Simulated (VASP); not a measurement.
# Sr3Ir (Pm-3m) in VASP: a series of runs

Runs on Sr3Ir. Level: PBE. Tasks: single point, relaxation of cell and atoms.

Everything below comes from runs of VASP 6.6.1. Logs are shortened: lines on timing, memory, paths and dates and some standing lists are left out, and cuts for length are marked.

**1. The cell of the first run**

Symmetry: Pm-3m, No. 221, cubic system. The conventional cell has a = 4.772 Å, b = 4.772 Å, c = 4.772 Å, α = 90.00°, β = 90.00°, γ = 90.00°. Within 4.4 Å of Sr (site symmetry 4/mmm) lie 8 Sr at 3.37 Å and 4 Ir at 3.37 Å. Within 4.4 Å of Ir (site symmetry m-3m) lie 12 Sr at 3.37 Å.

**2. Single point, PBE**

Contents of INCAR:

```
SYSTEM = Sr3Ir
PREC = Accurate
ENCUT = 520
EDIFF = 1E-6
ISMEAR = 0
SIGMA = 0.1
LREAL = .FALSE.
LASPH = .TRUE.
NELM = 80
ALGO = Normal
ISIF = 2
LWAVE = .FALSE.
LCHARG = .FALSE.
GGA = PE
NBANDS = 28
```

Contents of KPOINTS:

```
Automatic mesh
0
G
  4 4 4
  0 0 0
```

Contents of POSCAR:

```
Sr3Ir
1.0
    4.7718083251      0.0000000000      0.0000000000
    0.0000000000      4.7718083251      0.0000000000
    0.0000000000      0.0000000000      4.7718083251
Sr Ir
3 1
Direct
    0.0000000000      0.5000000000      0.5000000000
    0.5000000000      0.0000000000      0.5000000000
    0.5000000000      0.5000000000      0.0000000000
    0.0000000000      0.0000000000      0.0000000000
```

Potentials or basis: VASP PAW PBE potentials, release 64 (Sr_sv, Ir).

Launch:

```bash
> cat potpaw_PBE.64/Sr_sv/POTCAR potpaw_PBE.64/Ir/POTCAR > POTCAR
> mpirun -np 1 vasp_std > vasp.out
```

OUTCAR:

```text
SYSTEM = Sr3Ir
   PREC = Accurate
   ENCUT = 520
   EDIFF = 1E-6
   ISMEAR = 0
   LREAL = .FALSE.
   LASPH = .TRUE.
   NELM = 80
   ISIF = 2
   GGA = PE

 ion  position               nearest neighbor table
   1  0.000  0.500  0.500-   2 3.37   3 3.37   4 3.37   3 3.37   4 3.37   2 3.37   4 3.37   4 3.37
                             2 3.37   3 3.37   3 3.37   2 3.37
   2  0.500  0.000  0.500-   1 3.37   3 3.37   4 3.37   3 3.37   4 3.37   1 3.37   3 3.37   3 3.37
                             1 3.37   4 3.37   4 3.37   1 3.37
   3  0.500  0.500  0.000-   1 3.37   2 3.37   4 3.37   1 3.37   2 3.37   2 3.37   4 3.37   2 3.37
                             1 3.37   4 3.37   1 3.37   4 3.37
   4  0.000  0.000  0.000-   1 3.37   2 3.37   3 3.37   1 3.37   2 3.37   1 3.37   3 3.37   1 3.37
                             2 3.37   3 3.37   2 3.37   3 3.37

  LATTYP: Found a simple cubic cell.
 ALAT       =     4.7718083251

  Lattice vectors:

 A1 = (   4.7718083251,   0.0000000000,   0.0000000000)
 A2 = (   0.0000000000,   4.7718083251,   0.0000000000)
 A3 = (   0.0000000000,   0.0000000000,   4.7718083251)

Analysis of symmetry for initial positions (statically):
=====================================================================
 Subroutine PRICEL returns:
 Original cell was already a primitive cell.

 Routine SETGRP: Setting up the symmetry group for a
 simple cubic supercell.

 Subroutine GETGRP returns: Found 48 space group operations
 (whereof 48 operations were pure point group operations)
 out of a pool of 48 trial point group operations.

The static configuration has the point symmetry O_h .

Analysis of symmetry for dynamics (positions and initial velocities):
=====================================================================
 Subroutine PRICEL returns:
 Original cell was already a primitive cell.

 Routine SETGRP: Setting up the symmetry group for a
 simple cubic supercell.

 Subroutine GETGRP returns: Found 48 space group operations
 (whereof 48 operations were pure point group operations)
 out of a pool of 48 trial point group operations.

The dynamic configuration has the point symmetry O_h .

 Subroutine INISYM returns: Found 48 space group operations
 (whereof 48 operations are pure point group operations),
 and found     1 'primitive' translations

----------------------------------------------------------------------------------------

                                     Primitive cell

  volume of cell :     108.6548

  direct lattice vectors                    reciprocal lattice vectors
     4.771808325  0.000000000  0.000000000     0.209564159  0.000000000  0.000000000
     0.000000000  4.771808325  0.000000000     0.000000000  0.209564159  0.000000000
     0.000000000  0.000000000  4.771808325     0.000000000  0.000000000  0.209564159

  length of vectors
     4.771808325  4.771808325  4.771808325     0.209564159  0.209564159  0.209564159

  position of ions in fractional coordinates (direct lattice)
     0.000000000  0.500000000  0.500000000
     0.500000000  0.000000000  0.500000000
     0.500000000  0.500000000  0.000000000
     0.000000000  0.000000000  0.000000000

  ion indices of the primitive-cell ions
   primitive index   ion index
                 1           1
                 2           2
                 3           3
                 4           4

----------------------------------------------------------------------------------------

 KPOINTS: Automatic mesh

Automatic generation of k-mesh.
 Grid dimensions read from file:
 generate k-points for:    4    4    4

 Generating k-lattice:

  Cartesian coordinates                     Fractional coordinates (reciprocal lattice)
     0.052391040  0.000000000  0.000000000     0.250000000  0.000000000  0.000000000
     0.000000000  0.052391040  0.000000000     0.000000000  0.250000000  0.000000000
     0.000000000  0.000000000  0.052391040     0.000000000  0.000000000  0.250000000

  Length of vectors
     0.052391040  0.052391040  0.052391040

  Shift w.r.t. Gamma in fractional coordinates (k-lattice)
     0.000000000  0.000000000  0.000000000

 Subroutine IBZKPT returns following result:
 ===========================================

 Found     10 irreducible k-points:

 Following reciprocal coordinates:
            Coordinates               Weight
  0.000000  0.000000  0.000000      1.000000
  0.250000  0.000000  0.000000      6.000000
  0.500000  0.000000  0.000000      3.000000
  0.250000  0.250000  0.000000     12.000000
  0.500000  0.250000  0.000000     12.000000
  0.500000  0.500000  0.000000      3.000000
  0.250000  0.250000  0.250000      8.000000
  0.500000  0.250000  0.250000     12.000000
  0.500000  0.500000  0.250000      6.000000
  0.500000  0.500000  0.500000      1.000000
   k-points           NKPTS =     10   k-points in BZ     NKDIM =     10   number of bands    NBANDS=     28
   number of dos      NEDOS =    301   number of ions     NIONS =      4
   total plane-waves  NPLWV =  46656
   dimension x,y,z NGX =    36 NGY =   36 NGZ =   36
   dimension x,y,z NGXF=    72 NGYF=   72 NGZF=   72
   ions per type =               3   1
   NGX,Y,Z   is equivalent  to a cutoff of  12.54, 12.54, 12.54 a.u.
   NGXF,Y,Z  is equivalent  to a cutoff of  25.08, 25.08, 25.08 a.u.
 SYSTEM =  Sr3Ir
   PREC   = accura    normal or accurate (medium, high low for compatibility)
   ISTART =      0    job   : 0-new  1-cont  2-samecut
   ICHARG =      2    charge: 1-file 2-atom 10-const
   ISPIN  =      1    spin polarized calculation?
   LNONCOLLINEAR =      F non collinear calculations
   LSORBIT =      F    spin-orbit coupling
   LASPH  =      T    aspherical Exc in radial PAW
   ENCUT  =  520.0 eV  38.22 Ry    6.18 a.u.   8.87  8.87  8.87*2*pi/ulx,y,z
   NELM   =     80;   NELMIN=  2; NELMDL= -5     # of ELM steps
   EDIFF  = 0.1E-05   stopping-criterion for ELM
   LREAL  =      F    real-space projection
[... 7 lines left out ...]
   TEBEG  =    0.0;   TEEND  =   0.0 temperature during run
   PSTRESS=    0.0 pullay stress
   NELECT =      39.0000    total number of electrons
   NUPDOWN=      -1.0000    fix difference up-down
   EMIN   =  10.00;   EMAX   =-10.00  energy-range for DOS
   EFERMI =   0.00;   METHOD = LEGACY
   ISMEAR =     0;   SIGMA  =   0.10  broadening in eV -4-tet -1-fermi 0-gaus
   EFERMI_NEDOS =   21; number of points for ismear=-14 and -15
   IALGO  =     38    algorithm
   IMIX   =      4    mixing-type and parameters
     AMIX     =   0.40;   BMIX     =  1.00
     AMIX_MAG =   1.60;   BMIX_MAG =  1.00
  volume/ion in A,a.u.               =      27.16       183.31
  Fermi-wavevector in a.u.,A,eV,Ry     =   1.163447  2.198597 18.416976  1.353610
  Thomas-Fermi vector in A             =   2.299997
   LORBIT       =      0    0 simple, 1 ext, 2 COOP (PROOUT), +10 PAW based schemes
   GGA     = PE    functional components
   LHFCALC =     F    Hartree Fock is set to
   AEXX    =    0.0000 exact exchange contribution
   IVDW    =     0    specifies the selected vdW correction
   LEPSILON=     F    determine dielectric tensor
   LRPA    =     F    only Hartree local field effects (RPA)
 non-spin polarized calculation
 Gauss-broadening in eV      SIGMA  =   0.10
  energy-cutoff  :      520.00
  volume of cell :      108.65
 maximum number of plane-waves:      2968
 NGX is ok and might be reduce to    36
   NGX = 17   NGY = 17   NGZ = 17

 number of electron      39.0000004 magnetization

 Free energy of the ion-electron system (eV)
  ---------------------------------------------------
  ext. energy  EPLUGINS =         0.00000000
  ---------------------------------------------------
  free energy    TOTEN  =       -12.46147173 eV

  energy without entropy =      -12.45060983  energy(sigma->0) =      -12.45604078

 E-fermi :   4.3983     XC(G=0):  -9.9243

 val. band max:        4.3098773619   @ k =   0.2500   0.2500   0.2500
 cond. band min:       4.4862913847   @ k =   0.5000   0.5000   0.2500
 fundamental gap:      0.1764140228
 Fermi energy:         4.3982651338

 k-point     1 :       0.0000    0.0000    0.0000
  band No.  band energies     occupation
      1     -31.4696      2.00000
      2     -31.2030      2.00000
      3     -31.2030      2.00000
      4     -14.0363      2.00000
      5     -14.0363      2.00000
      6     -14.0363      2.00000
[... 20 lines left out ...]
     27       7.6160      0.00000
     28      10.2496      0.00000

 k-point     2 :       0.2500    0.0000    0.0000
  band No.  band energies     occupation
      1     -31.4358      2.00000
      2     -31.2372      2.00000
      3     -31.2024      2.00000
      4     -13.9557      2.00000
      5     -13.9557      2.00000
      6     -13.9101      2.00000
[... 20 lines left out ...]
     27       7.6364      0.00000
     28       9.4105      0.00000

 k-point     3 :       0.5000    0.0000    0.0000
  band No.  band energies     occupation
      1     -31.3810      2.00000
      2     -31.2924      2.00000
      3     -31.2018      2.00000
      4     -13.8480      2.00000
      5     -13.8480      2.00000
      6     -13.5934      2.00000
[... 20 lines left out ...]
     27       7.7061      0.00000
     28       7.7061      0.00000

 k-point     4 :       0.2500    0.2500    0.0000
  band No.  band energies     occupation
      1     -31.4058      2.00000
      2     -31.2472      2.00000
      3     -31.2218      2.00000
      4     -14.0424      2.00000
      5     -13.8689      2.00000
      6     -13.6810      2.00000
[... 144 lines left out ...]
     27       7.0765      0.00000
     28       8.5868      0.00000

 k-point     9 :       0.5000    0.5000    0.2500
  band No.  band energies     occupation
      1     -31.2905      2.00000
      2     -31.2900      2.00000
      3     -31.2900      2.00000
      4     -14.3701      2.00000
      5     -13.8781      2.00000
      6     -13.7246      2.00000
[... 20 lines left out ...]
     27       7.3222      0.00000
     28       7.8695      0.00000

 k-point    10 :       0.5000    0.5000    0.5000
  band No.  band energies     occupation
      1     -31.2894      2.00000
      2     -31.2894      2.00000
      3     -31.2894      2.00000
      4     -14.5447      2.00000
      5     -13.8667      2.00000
      6     -13.8667      2.00000
[... 20 lines left out ...]
     27       7.3990      0.00000
     28       7.3990      0.00000

------------------------ aborting loop because EDIFF is reached ----------------------------------------

  FORCE on cell =-STRESS in cart. coord.  units (eV):
  Direction    XX          YY          ZZ          XY          YZ          ZX
  --------------------------------------------------------------------------------------
  -------------------------------------------------------------------------------------
  Total        3.8168917      3.8168917      3.8168917     -0.0000000     -0.0000000      0.0000000
  in kB       56.2822496     56.2822496     56.2822496     -0.0000000     -0.0000000      0.0000000
  external PRESSURE =      56.2822496 kB  Pullay stress =       0.0000000 kB

 VOLUME and BASIS-vectors are now :
 -----------------------------------------------------------------------------
  energy-cutoff  :      520.00
  volume of cell :      108.65
      direct lattice vectors                 reciprocal lattice vectors
     4.771808325  0.000000000  0.000000000     0.209564159  0.000000000  0.000000000
     0.000000000  4.771808325  0.000000000     0.000000000  0.209564159  0.000000000
     0.000000000  0.000000000  4.771808325     0.000000000  0.000000000  0.209564159

 POSITION                                       TOTAL-FORCE (eV/Angst)
 -----------------------------------------------------------------------------------
      0.00000      2.38590      2.38590         0.000000      0.000000      0.000000
      2.38590      0.00000      2.38590         0.000000      0.000000      0.000000
      2.38590      2.38590      0.00000         0.000000      0.000000      0.000000
      0.00000      0.00000      0.00000         0.000000      0.000000      0.000000
 -----------------------------------------------------------------------------------
    total drift:                                0.000000      0.000000      0.000000

  FREE ENERGIE OF THE ION-ELECTRON SYSTEM (eV)
  ---------------------------------------------------
  free  energy   TOTEN  =       -12.4614717266 eV

  energy  without entropy=      -12.4506098344  energy(sigma->0) =      -12.45604078
```

It took 12 s on 1 thread of Intel Xeon 6975P-C (Granite Rapids), shared host; peak memory 0.21 GiB.

Results:

| Property | Result |
| --- | --- |
| Free energy | -12.4615 eV |
| Pressure | 5.6 GPa |
| Band gap on the k mesh | zero (an odd number of electrons rules out a gap without spin polarisation) |

Levels at points of the mesh, in eV from the Fermi level:
| k point | band 16 | band 17 | band 18 | band 19 | band 20 | band 21 | band 22 | band 23 |
| --- | --- | --- | --- | --- | --- | --- | --- | --- |
| (0.00, 0.00, 0.00) | -2.43 | -2.10 | -2.10 | -2.10 | 1.34 | 1.34 | 1.34 | 2.28 |
| (0.50, 0.00, 0.00) | -1.83 | -1.46 | -1.46 | -1.21 | -0.78 | 0.79 | 0.79 | 0.87 |
| (0.50, 0.50, 0.00) | -1.49 | -1.49 | -1.10 | -0.82 | -0.82 | 0.27 | 0.41 | 1.39 |
| (0.50, 0.50, 0.50) | -2.42 | -1.27 | -1.27 | 0.65 | 0.65 | 0.65 | 1.47 | 1.47 |

Caveat: the cell stands under pressure; spin-orbit coupling is left out, which moves the levels of the heavy elements.

**3. Single point, PBE**

This run uses another cell than the first one, of 31.51 Å³/atom.

Contents of INCAR:

```
SYSTEM = Sr3Ir
ALGO = Fast
EDIFF = 1E-7
ENCUT = 520
GGA = PE
ISIF = 2
ISMEAR = 0
LASPH = .TRUE.
LCHARG = .FALSE.
LREAL = .FALSE.
LWAVE = .FALSE.
NBANDS = 28
NELM = 60
PREC = Accurate
SIGMA = 0.1
```

Contents of KPOINTS:

```
k-points
0
G
  4 4 4
  0 0 0
```

Contents of POSCAR:

```
Sr3Ir
1.0
    5.0137798454      0.0000000000      0.0000000000
    0.0000000000      5.0137798454      0.0000000000
    0.0000000000      0.0000000000      5.0137798454
Sr Ir
3 1
Direct
    0.0000000000      0.5000000000      0.5000000000
    0.5000000000      0.0000000000      0.5000000000
    0.5000000000      0.5000000000      0.0000000000
    0.0000000000      0.0000000000      0.0000000000
```

Potentials or basis: VASP PAW PBE potentials, release 64 (Sr_sv, Ir).

Launch:

```bash
> cat potpaw_PBE.64/Sr_sv/POTCAR potpaw_PBE.64/Ir/POTCAR > POTCAR
> mpirun -np 1 vasp_std > vasp.out
```

OUTCAR:

```text
SYSTEM = Sr3Ir
   EDIFF = 1E-7
   ENCUT = 520
   GGA = PE
   ISIF = 2
   ISMEAR = 0
   LASPH = .TRUE.
   LREAL = .FALSE.
   NELM = 60
   PREC = Accurate

 ion  position               nearest neighbor table
   1  0.000  0.500  0.500-   2 3.55   3 3.55   4 3.55   3 3.55   4 3.55   2 3.55   4 3.55   4 3.55
                             2 3.55   3 3.55   3 3.55   2 3.55
   2  0.500  0.000  0.500-   1 3.55   3 3.55   4 3.55   3 3.55   4 3.55   1 3.55   3 3.55   3 3.55
                             1 3.55   4 3.55   4 3.55   1 3.55
[... 500 lines left out ...]
  --------------------------------------------------------------------------------------
  -------------------------------------------------------------------------------------
  Total        0.1326027      0.1326027      0.1326027      0.0000000      0.0000000      0.0000000
  in kB        1.6856485      1.6856485      1.6856485      0.0000000      0.0000000      0.0000000
  external PRESSURE =       1.6856485 kB  Pullay stress =       0.0000000 kB

 VOLUME and BASIS-vectors are now :
 -----------------------------------------------------------------------------
  energy-cutoff  :      520.00
  volume of cell :      126.04
      direct lattice vectors                 reciprocal lattice vectors
     5.013779845  0.000000000  0.000000000     0.199450321  0.000000000  0.000000000
     0.000000000  5.013779845  0.000000000     0.000000000  0.199450321  0.000000000
     0.000000000  0.000000000  5.013779845     0.000000000  0.000000000  0.199450321

 POSITION                                       TOTAL-FORCE (eV/Angst)
 -----------------------------------------------------------------------------------
      0.00000      2.50689      2.50689         0.000000      0.000000      0.000000
      2.50689      0.00000      2.50689         0.000000      0.000000      0.000000
      2.50689      2.50689      0.00000         0.000000      0.000000      0.000000
      0.00000      0.00000      0.00000         0.000000      0.000000      0.000000
 -----------------------------------------------------------------------------------
    total drift:                                0.000000     -0.000000     -0.000000

  FREE ENERGIE OF THE ION-ELECTRON SYSTEM (eV)
  ---------------------------------------------------
  free  energy   TOTEN  =       -12.7458138843 eV

  energy  without entropy=      -12.7243739757  energy(sigma->0) =      -12.73509393
```

stdout:

```text
POSCAR found type information on POSCAR SrIr
 POSCAR found :  2 types and       4 ions
[... 14 lines left out ...]
 num prob  num prob  num prob  num prob  num prob  num prob  num prob  num prob  num prob  num prob  num prob  num prob  num prob  num prob  num prob  num prob RMM:  23    -0.127458135379E+02   -0.15854E-06   -0.66942E-07   637   0.352E-03    0.322E-03
 num prob  num prob  num prob  num prob  num prob  num prob  num prob  num prob  num prob  num prob  num prob  num prob  num prob  num prob  num prob  num prob  num prob  num prob RMM:  24    -0.127458138613E+02   -0.32336E-06   -0.40311E-07   589   0.340E-03    0.179E-03
 num prob  num prob  num prob  num prob  num prob  num prob  num prob  num prob  num prob  num prob  num prob  num prob  num prob  num prob  num prob  num prob  num prob  num prob  num prob RMM:  25    -0.127458138843E+02   -0.22990E-07   -0.32370E-07   548   0.273E-03
```

It took 32 s on 1 thread of Intel Xeon 6975P-C (Granite Rapids), shared host; peak memory 0.24 GiB.

Results:

* Free energy: -12.7458 eV
* Pressure: 0.2 GPa
* Band gap on the k mesh: zero (an odd number of electrons rules out a gap without spin polarisation)

Levels at points of the mesh, in eV from the Fermi level:
| k point | band 16 | band 17 | band 18 | band 19 | band 20 | band 21 | band 22 | band 23 |
| --- | --- | --- | --- | --- | --- | --- | --- | --- |
| (0.00, 0.00, 0.00) | -2.04 | -1.58 | -1.58 | -1.58 | 1.41 | 1.41 | 1.41 | 2.11 |
| (0.50, 0.00, 0.00) | -1.37 | -1.15 | -1.15 | -0.92 | -0.47 | 0.88 | 0.88 | 1.08 |
| (0.50, 0.50, 0.00) | -1.16 | -1.16 | -0.88 | -0.88 | -0.81 | 0.02 | 0.69 | 1.41 |
| (0.50, 0.50, 0.50) | -2.00 | -0.93 | -0.93 | 0.64 | 0.64 | 0.64 | 1.17 | 1.17 |

Caveat: spin-orbit coupling is left out, which moves the levels of the heavy elements.

(Continued in part 2 of 2.)
